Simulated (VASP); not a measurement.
# PtSe2 (P4/mmm) in VASP: a series of runs, part 2 of 3

VASP 6.6.1. The steps go on from the part before.

**4. Single point, PBE**

This run uses another cell than the first one, of 20.85 Å³/atom, 0.734 times its volume.

INCAR

```
SYSTEM = PtSe2
ALGO = Normal ; EDIFF = 1E-7
ENCUT = 520 ; GGA = PE
ISIF = 2 ; ISMEAR = 0
LASPH = .True. ; LCHARG = .False.
LREAL = .False. ; LWAVE = .False.
NBANDS = 18 ; NELM = 80
PREC = Accurate ; SIGMA = 0.1
```

KPOINTS

```
k-points
0
Gamma
  14 14 8
  0 0 0
```

POSCAR

```
PtSe2
1.0
    3.2939575545      0.0000000000      0.0000000000
    0.0000000000      3.2939575545      0.0000000000
    0.0000000000      0.0000000000      5.7636563347
Pt Se
1 2
Direct
    0.5000000000      0.5000000000      0.0000000000
    0.0000000000      0.0000000000      0.2630628365
    0.0000000000      0.0000000000      0.7369371635
```

Potentials or basis: VASP PAW PBE potentials, release 64 (Pt, Se).

Command:

```bash
$ cat potpaw_PBE.64/Pt/POTCAR potpaw_PBE.64/Se/POTCAR > POTCAR
$ mpirun -np 1 vasp_std > vasp.out
```

OUTCAR:

```text
SYSTEM = PtSe2
   EDIFF = 1E-7
   ENCUT = 520
   GGA = PE
   ISIF = 2
   ISMEAR = 0
   LASPH = .True.
   LREAL = .False.
   NELM = 80
   PREC = Accurate

 ion  position               nearest neighbor table
   1  0.500  0.500  0.000-   2 2.78   3 2.78   2 2.78   3 2.78   2 2.78   3 2.78   2 2.78   3 2.78

   2  0.000  0.000  0.263-   3 2.73   1 2.78   1 2.78   1 2.78   1 2.78
   3  0.000  0.000  0.737-   2 2.73   1 2.78   1 2.78   1 2.78   1 2.78

  LATTYP: Found a simple tetragonal cell.
 ALAT       =     3.2939575545
 C/A-ratio  =     1.7497664251

  Lattice vectors:

 A1 = (   3.2939575545,   0.0000000000,   0.0000000000)
 A2 = (   0.0000000000,   3.2939575545,   0.0000000000)
 A3 = (   0.0000000000,   0.0000000000,   5.7636563347)

Analysis of symmetry for initial positions (statically):
=====================================================================
 Subroutine PRICEL returns:
 Original cell was already a primitive cell.

 Routine SETGRP: Setting up the symmetry group for a
 simple tetragonal supercell.

 Subroutine GETGRP returns: Found 16 space group operations
 (whereof 16 operations were pure point group operations)
 out of a pool of 16 trial point group operations.

The static configuration has the point symmetry D_4h.

Analysis of symmetry for dynamics (positions and initial velocities):
=====================================================================
 Subroutine PRICEL returns:
 Original cell was already a primitive cell.

 Routine SETGRP: Setting up the symmetry group for a
 simple tetragonal supercell.

 Subroutine GETGRP returns: Found 16 space group operations
 (whereof 16 operations were pure point group operations)
 out of a pool of 16 trial point group operations.

The dynamic configuration has the point symmetry D_4h.

[... 108 lines left out ...]
   POTIM  = 0.5000    time-step for ionic-motion
   TEBEG  =    0.0;   TEEND  =   0.0 temperature during run
   PSTRESS=    0.0 pullay stress
   NELECT =      22.0000    total number of electrons
   NUPDOWN=      -1.0000    fix difference up-down
   EMIN   =  10.00;   EMAX   =-10.00  energy-range for DOS
   EFERMI =   0.00;   METHOD = LEGACY
   ISMEAR =     0;   SIGMA  =   0.10  broadening in eV -4-tet -1-fermi 0-gaus
   EFERMI_NEDOS =   21; number of points for ismear=-14 and -15
   IALGO  =     38    algorithm
   IMIX   =      4    mixing-type and parameters
     AMIX     =   0.40;   BMIX     =  1.00
     AMIX_MAG =   1.60;   BMIX_MAG =  1.00
  volume/ion in A,a.u.               =      20.85       140.67
  Fermi-wavevector in a.u.,A,eV,Ry     =   1.155680  2.183919 18.171899  1.335597
  Thomas-Fermi vector in A             =   2.292307
   LORBIT       =      0    0 simple, 1 ext, 2 COOP (PROOUT), +10 PAW based schemes
   GGA     = PE    functional components
   LHFCALC =     F    Hartree Fock is set to
   AEXX    =    0.0000 exact exchange contribution
   IVDW    =     0    specifies the selected vdW correction
   LEPSILON=     F    determine dielectric tensor
   LRPA    =     F    only Hartree local field effects (RPA)
 non-spin polarized calculation
 Gauss-broadening in eV      SIGMA  =   0.10
  energy-cutoff  :      520.00
  volume of cell :       62.54
 maximum number of plane-waves:      1728
   NGX = 13   NGY = 13   NGZ = 21

 number of electron      22.0000001 magnetization

 Free energy of the ion-electron system (eV)
  ---------------------------------------------------
  ext. energy  EPLUGINS =         0.00000000
  ---------------------------------------------------
  free energy    TOTEN  =       -12.25999775 eV

  energy without entropy =      -12.25220875  energy(sigma->0) =      -12.25610325

 E-fermi :   6.2002     XC(G=0): -10.5988

 val. band max:        6.1992457374   @ k =   0.3571   0.0000   0.5000
 cond. band min:       6.2017836648   @ k =   0.5000   0.0000   0.3750
 fundamental gap:      0.0025379275
 Fermi energy:         6.2002485136

 k-point     1 :       0.0000    0.0000    0.0000
  band No.  band energies     occupation
      1      -9.4569      2.00000
      2      -7.1424      2.00000
      3      -1.6762      2.00000
      4       1.7758      2.00000
      5       2.5399      2.00000
      6       2.5399      2.00000
[... 481 lines left out ...]
      5       1.1768      2.00000
      6       1.7196      2.00000
[... 10 lines left out ...]
     17      14.3828      0.00000
     18      15.4652      0.00000

 [... further k-points ...]
[... 5 lines left out ...]
  --------------------------------------------------------------------------------------
  -------------------------------------------------------------------------------------
  Total       -0.0189506     -0.0189506     -0.0284070      0.0000000      0.0000000     -0.0000000
  in kB       -0.4855105     -0.4855105     -0.7277830      0.0000000      0.0000000     -0.0000000
  external PRESSURE =      -0.5662680 kB  Pullay stress =       0.0000000 kB

 VOLUME and BASIS-vectors are now :
 -----------------------------------------------------------------------------
  energy-cutoff  :      520.00
  volume of cell :       62.54
      direct lattice vectors                 reciprocal lattice vectors
     3.293957554  0.000000000  0.000000000     0.303586183  0.000000000  0.000000000
     0.000000000  3.293957554  0.000000000     0.000000000  0.303586183  0.000000000
     0.000000000  0.000000000  5.763656335     0.000000000  0.000000000  0.173500976

 POSITION                                       TOTAL-FORCE (eV/Angst)
 -----------------------------------------------------------------------------------
      1.64698      1.64698      0.00000         0.000000     -0.000000      0.000000
      0.00000      0.00000      1.51620         0.000000     -0.000000      0.000464
      0.00000      0.00000      4.24745        -0.000000      0.000000     -0.000464
 -----------------------------------------------------------------------------------
    total drift:                                0.000000     -0.000000     -0.000000

  FREE ENERGIE OF THE ION-ELECTRON SYSTEM (eV)
  ---------------------------------------------------
  free  energy   TOTEN  =       -12.2599977494 eV

  energy  without entropy=      -12.2522087542  energy(sigma->0) =      -12.25610325
```

OSZICAR:

```text
N       E                     dE             d eps       ncg     rms          rms(c)
DAV:   1     0.107808295792E+03    0.10781E+03   -0.10151E+04  6480   0.109E+03
DAV:   2    -0.727135704382E+01   -0.11508E+03   -0.11105E+03  8176   0.204E+02
DAV:   3    -0.125093179568E+02   -0.52380E+01   -0.51710E+01  7532   0.429E+01
DAV:   4    -0.125536471758E+02   -0.44329E-01   -0.44297E-01  7950   0.429E+00
DAV:   5    -0.125540999761E+02   -0.45280E-03   -0.45278E-03  7722   0.434E-01    0.108E+01
DAV:   6    -0.124279599688E+02    0.12614E+00   -0.22750E+00  6788   0.118E+01    0.802E+00
DAV:   7    -0.122720449656E+02    0.15592E+00   -0.62663E-01  6628   0.695E+00    0.416E+00
DAV:   8    -0.122615080733E+02    0.10537E-01   -0.47450E-02  7128   0.151E+00    0.533E-01
DAV:   9    -0.122600162157E+02    0.14919E-02   -0.56802E-03  6920   0.612E-01    0.132E-01
DAV:  10    -0.122599922454E+02    0.23970E-04   -0.12003E-03  7218   0.238E-01    0.256E-02
DAV:  11    -0.122599927459E+02   -0.50049E-06   -0.44015E-05  7596   0.504E-02    0.152E-02
DAV:  12    -0.122599977116E+02   -0.49657E-05   -0.50389E-06  7028   0.150E-02    0.850E-03
DAV:  13    -0.122599976994E+02    0.12199E-07   -0.18528E-06  7378   0.983E-03    0.134E-03
DAV:  14    -0.122599977494E+02   -0.49960E-07   -0.95001E-08  5952   0.193E-03
   1 F= -.12259998E+02 E0= -.12256103E+02  d E =-.778900E-02
```

stdout:

```text
POSCAR found type information on POSCAR PtSe
 POSCAR found :  2 types and       3 ions
 scaLAPACK will be used
 LDA part: xc-table for (Slater+PW92), standard interpolation
 POSCAR, INCAR and KPOINTS ok, starting setup
 FFT: planning ... GRIDC
 FFT: planning ... GRID_SOFT
 FFT: planning ... GRID
 WAVECAR not read
 entering main loop
```

It took 55 s on 1 thread of Intel Xeon 6975P-C (Granite Rapids), shared host; peak memory 0.32 GiB.

What came out:

| Item | Value |
| --- | --- |
| Free energy | -12.2600 eV |
| Pressure | -0.1 GPa |
| Band gap on the k mesh | zero (band 11 reaches 7.33 eV, above the bottom of band 12 at 5.60 eV) |

Caveat: spin-orbit coupling is left out, which moves the levels of the heavy elements.

(Part 2 of 3 ends here.)
